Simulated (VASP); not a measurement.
# AgI (F-43m) in VASP: further runs, part 2 of 2

VASP 6.6.1. Earlier steps stand in the parts before.

## (3) Relaxation of cell and atoms, LDA, target pressure 7 GPa, at which the enthalpy is minimised

File INCAR:

```
SYSTEM = AgI
  PREC = Accurate
  ENCUT = 500
  EDIFF = 1E-7
  ISMEAR = 0
  SIGMA = 0.01
  LREAL = .FALSE.
  LASPH = .TRUE.
  NELM = 120
  ALGO = Normal
  ISIF = 3
  LWAVE = .FALSE.
  LCHARG = .FALSE.
  IBRION = 2
  NSW = 100
  EDIFFG = -0.002
  PSTRESS = 70.0
  GGA_COMPAT = .FALSE.
  NELMIN = 4
```

File KPOINTS:

```
regular mesh
0
G
  6 6 6
  0 0 0
```

File POSCAR:

```
AgI
1.0
    0.0000000000      3.1739496883      3.1739496883
    3.1739496883      0.0000000000      3.1739496883
    3.1739496883      3.1739496883      0.0000000000
Ag I
1 1
Direct
    0.0000000000      0.0000000000      0.0000000000
    0.7500000000      0.7500000000      0.7500000000
```

Potentials or basis: VASP PAW LDA potentials, release 64 (Ag, I).

Run with:

```bash
$ cat potpaw_LDA.64/Ag/POTCAR potpaw_LDA.64/I/POTCAR > POTCAR
$ mpirun -np 1 vasp_std > vasp.out
```

OUTCAR:

```text
SYSTEM = AgI
   PREC = Accurate
   ENCUT = 500
   EDIFF = 1E-7
   ISMEAR = 0
   LREAL = .FALSE.
   LASPH = .TRUE.
   NELM = 120
   ISIF = 3
   IBRION = 2
   NSW = 100
   EDIFFG = -0.002
   PSTRESS = 70.0
   NELMIN = 4

 ion  position               nearest neighbor table
   1  0.000  0.000  0.000-   2 2.75   2 2.75   2 2.75   2 2.75
   2  0.750  0.750  0.750-   1 2.75   1 2.75   1 2.75   1 2.75

  LATTYP: Found a face centered cubic cell.
 ALAT       =     6.3478993766

  Lattice vectors:

 A1 = (   0.0000000000,   3.1739496883,   3.1739496883)
 A2 = (   3.1739496883,   0.0000000000,   3.1739496883)
 A3 = (   3.1739496883,   3.1739496883,   0.0000000000)

Analysis of symmetry for initial positions (statically):
=====================================================================
 Subroutine PRICEL returns:
 Original cell was already a primitive cell.

 Routine SETGRP: Setting up the symmetry group for a
 face centered cubic supercell.

 Subroutine GETGRP returns: Found 24 space group operations
 (whereof 24 operations were pure point group operations)
 out of a pool of 48 trial point group operations.

The static configuration has the point symmetry T_d .

Analysis of symmetry for dynamics (positions and initial velocities):
=====================================================================
 Subroutine PRICEL returns:
 Original cell was already a primitive cell.

 Routine SETGRP: Setting up the symmetry group for a
 face centered cubic supercell.

 Subroutine GETGRP returns: Found 24 space group operations
 (whereof 24 operations were pure point group operations)
 out of a pool of 48 trial point group operations.

The dynamic configuration has the point symmetry T_d .

 Subroutine INISYM returns: Found 24 space group operations
 (whereof 24 operations are pure point group operations),
 and found     1 'primitive' translations

----------------------------------------------------------------------------------------

                                     Primitive cell

  volume of cell :      63.9485

  direct lattice vectors                    reciprocal lattice vectors
     0.000000000  3.173949688  3.173949688    -0.157532428  0.157532428  0.157532428
     3.173949688  0.000000000  3.173949688     0.157532428 -0.157532428  0.157532428
     3.173949688  3.173949688  0.000000000     0.157532428  0.157532428 -0.157532428

  length of vectors
     4.488642695  4.488642695  4.488642695     0.272854169  0.272854169  0.272854169

  position of ions in fractional coordinates (direct lattice)
     0.000000000  0.000000000  0.000000000
     0.750000000  0.750000000  0.750000000

  ion indices of the primitive-cell ions
   primitive index   ion index
                 1           1
                 2           2

----------------------------------------------------------------------------------------

 KPOINTS: regular mesh

Automatic generation of k-mesh.
 Grid dimensions read from file:
 generate k-points for:    6    6    6

 Generating k-lattice:

  Cartesian coordinates                     Fractional coordinates (reciprocal lattice)
    -0.026255405  0.026255405  0.026255405     0.166666667  0.000000000  0.000000000
     0.026255405 -0.026255405  0.026255405     0.000000000  0.166666667  0.000000000
     0.026255405  0.026255405 -0.026255405     0.000000000  0.000000000  0.166666667

  Length of vectors
     0.045475695  0.045475695  0.045475695

  Shift w.r.t. Gamma in fractional coordinates (k-lattice)
     0.000000000  0.000000000  0.000000000

 Subroutine IBZKPT returns following result:
 ===========================================

 Found     16 irreducible k-points:

 Following reciprocal coordinates:
            Coordinates               Weight
  0.000000  0.000000  0.000000      1.000000
  0.166667  0.000000  0.000000      8.000000
  0.333333  0.000000  0.000000      8.000000
  0.500000  0.000000  0.000000      4.000000
  0.166667  0.166667  0.000000      6.000000
  0.333333  0.166667  0.000000     24.000000
[... 8 lines left out ...]
 -0.333333  0.333333  0.166667     24.000000
 -0.333333  0.500000  0.166667     12.000000
   k-points           NKPTS =     16   k-points in BZ     NKDIM =     16   number of bands    NBANDS=     13
   number of dos      NEDOS =    301   number of ions     NIONS =      2
   total plane-waves  NPLWV =  46656
   dimension x,y,z NGX =    36 NGY =   36 NGZ =   36
   dimension x,y,z NGXF=    72 NGYF=   72 NGZF=   72
   ions per type =               1   1
   NGX,Y,Z   is equivalent  to a cutoff of  13.33, 13.33, 13.33 a.u.
   NGXF,Y,Z  is equivalent  to a cutoff of  26.67, 26.67, 26.67 a.u.
 SYSTEM =  AgI
   PREC   = accura    normal or accurate (medium, high low for compatibility)
   ISTART =      0    job   : 0-new  1-cont  2-samecut
   ICHARG =      2    charge: 1-file 2-atom 10-const
   ISPIN  =      1    spin polarized calculation?
   LNONCOLLINEAR =      F non collinear calculations
   LSORBIT =      F    spin-orbit coupling
   LASPH  =      T    aspherical Exc in radial PAW
   ENCUT  =  500.0 eV  36.75 Ry    6.06 a.u.   8.18  8.18  8.18*2*pi/ulx,y,z
   NELM   =    120;   NELMIN=  4; NELMDL= -5     # of ELM steps
   EDIFF  = 0.1E-06   stopping-criterion for ELM
   LREAL  =      F    real-space projection
   EDIFFG = -.2E-02   stopping-criterion for IOM
   NSW    =    100    number of steps for IOM
   IBRION =      2    ionic relax: 0-MD 1-quasi-New 2-CG
   NFREE  =      1    steps in history (QN), initial steepest desc. (CG)
   ISIF   =      3    stress and relaxation
   ISYM   =      2    0-nonsym 1-usesym 2-fastsym
   POTIM  = 0.5000    time-step for ionic-motion
   TEBEG  =    0.0;   TEEND  =   0.0 temperature during run
   PSTRESS=   70.0 pullay stress
   NELECT =      18.0000    total number of electrons
   NUPDOWN=      -1.0000    fix difference up-down
   EMIN   =  10.00;   EMAX   =-10.00  energy-range for DOS
   EFERMI =   0.00;   METHOD = LEGACY
   ISMEAR =     0;   SIGMA  =   0.01  broadening in eV -4-tet -1-fermi 0-gaus
   EFERMI_NEDOS =   21; number of points for ismear=-14 and -15
   IALGO  =     38    algorithm
   IMIX   =      4    mixing-type and parameters
     AMIX     =   0.40;   BMIX     =  1.00
     AMIX_MAG =   1.60;   BMIX_MAG =  1.00
  volume/ion in A,a.u.               =      31.97       215.77
  Fermi-wavevector in a.u.,A,eV,Ry     =   1.072891  2.027470 15.661602  1.151095
  Thomas-Fermi vector in A             =   2.208674
   LORBIT       =      0    0 simple, 1 ext, 2 COOP (PROOUT), +10 PAW based schemes
   GGA     = CA    functional components
   LHFCALC =     F    Hartree Fock is set to
   AEXX    =    0.0000 exact exchange contribution
   IVDW    =     0    specifies the selected vdW correction
   LEPSILON=     F    determine dielectric tensor
   LRPA    =     F    only Hartree local field effects (RPA)
 conjugate gradient relaxation of ions
 non-spin polarized calculation
 Gauss-broadening in eV      SIGMA  =   0.01
  energy-cutoff  :      500.00
  volume of cell :       63.95
 maximum number of plane-waves:      1640
 NGX is ok and might be reduce to    36
   NGX = 17   NGY = 17   NGZ = 17

--------------------------------------- Ionic step        1  -------------------------------------------

 number of electron      18.0000002 magnetization

 Free energy of the ion-electron system (eV)
  ---------------------------------------------------
  ext. energy  EPLUGINS =         0.00000000
  ---------------------------------------------------
  free energy    TOTEN  =        -6.12168285 eV

  energy without entropy =       -6.12168285  energy(sigma->0) =       -6.12168285

 E-fermi :   3.7593     XC(G=0):  -9.1610

 val. band max:        3.7162444564   @ k =   0.0000   0.0000   0.0000
 cond. band min:       4.8080592797   @ k =   0.0000   0.0000   0.0000
 fundamental gap:      1.0918148233
 Fermi energy:         3.7592558562

 k-point     1 :       0.0000    0.0000    0.0000
  band No.  band energies     occupation
      1      -9.5434      2.00000
      2      -0.9791      2.00000
      3      -0.9791      2.00000
      4      -0.9791      2.00000
      5       0.2709      2.00000
      6       0.2709      2.00000
      7       3.7162      2.00000
      8       3.7162      2.00000
      9       3.7162      2.00000
     10       4.8081      0.00000
     11       9.2261      0.00000
     12       9.2261      0.00000
[... 689 lines left out ...]
  enthalpy is  TOTEN    =        -3.5067866851 eV   P V=        2.4747688649

--------------------------------------- Ionic step        6  -------------------------------------------

 number of electron      17.9999999 magnetization

 Free energy of the ion-electron system (eV)
  ---------------------------------------------------
  ext. energy  EPLUGINS =         0.00000000
  ---------------------------------------------------
  free energy    TOTEN  =        -5.97950837 eV

  energy without entropy =       -5.97950837  energy(sigma->0) =       -5.97950837

 E-fermi :   5.4241     XC(G=0):  -9.7254

 val. band max:        5.3192370201   @ k =   0.0000   0.0000   0.0000
 cond. band min:       6.4349042551   @ k =   0.0000   0.0000   0.0000
 fundamental gap:      1.1156672350
 Fermi energy:         5.4241110882

 k-point     1 :       0.0000    0.0000    0.0000
  band No.  band energies     occupation
      1      -8.7645      2.00000
      2      -0.2672      2.00000
      3      -0.2672      2.00000
      4      -0.2672      2.00000
      5       1.1846      2.00000
      6       1.1846      2.00000
      7       5.3192      2.00000
      8       5.3192      2.00000
      9       5.3192      2.00000
     10       6.4349      0.00000
     11      10.5780      0.00000
     12      10.5780      0.00000
[... 268 lines left out ...]
  FREE ENERGIE OF THE ION-ELECTRON SYSTEM (eV)
  ---------------------------------------------------
  free  energy   TOTEN  =        -5.9795083697 eV

  energy  without entropy=       -5.9795083697  energy(sigma->0) =       -5.97950837

  enthalpy is  TOTEN    =        -3.5067955670 eV   P V=        2.4727128027

 reached required accuracy - stopping structural energy minimisation
```

CONTCAR:

```text
AgI
   1.00000000000000
     0.0000000000000000    3.0473247669781967    3.0473247669781967
     3.0473247669781967   -0.0000000000000000    3.0473247669781967
     3.0473247669781967    3.0473247669781967    0.0000000000000000
  Ag              I
     1     1
Direct
     0.0000000000000000    0.0000000000000000    0.0000000000000000
     0.7500000000000000    0.7500000000000000    0.7500000000000000

  0.00000000E+00  0.00000000E+00  0.00000000E+00
  0.00000000E+00  0.00000000E+00  0.00000000E+00
```

Wall time 44 s (1 thread of Intel Xeon Platinum 8375C at 2.90GHz (Ice Lake), shared host); peak memory 0.18 GiB.

Results:

```yaml
Free_energy: -5.9795 eV
Relaxed_volume: 28.30 Å³/atom
Relaxed_cell: a = 4.310 Å, b = 4.310 Å, c = 4.310 Å, α = 60.00°, β = 60.00°, γ = 60.00°
Space_group_after_relaxing_to_0.05_Å: F-43m (No. 216)
Energy_change_on_relaxing_the_enthalpy_is_what_falls: +71.1 meV/atom
Ionic_steps: 6
Pressure_after_relaxing: 7.0 GPa
Band_gap_on_the_k_mesh: 1.12 eV, direct
```

The path:
```tsv
step	energy change (eV)	largest force (eV/Å)	pressure (GPa)	volume (Å³)
1	0.0000	0.0000	0.03	63.95
2	0.4536	0.0000	15.01	51.92
3	0.1391	0.0000	6.91	56.67
4	0.1452	0.0000	7.09	56.53
5	0.1401	0.0000	6.96	56.64
6	0.1422	0.0000	7.00	56.60
```

Final structure:
```
Ag I
1.0
     0.00000    3.04732    3.04732
     3.04732    0.00000    3.04732
     3.04732    3.04732    0.00000
Ag I
1 1
Direct
  0.00000 0.00000 0.00000
  0.75000 0.75000 0.75000
```

Caveat: the cell is relaxed towards a set pressure, so the enthalpy falls and the energy may rise; spin-orbit coupling is left out, which moves the levels of the heavy elements. LDA usually gives volumes a few per cent too small.
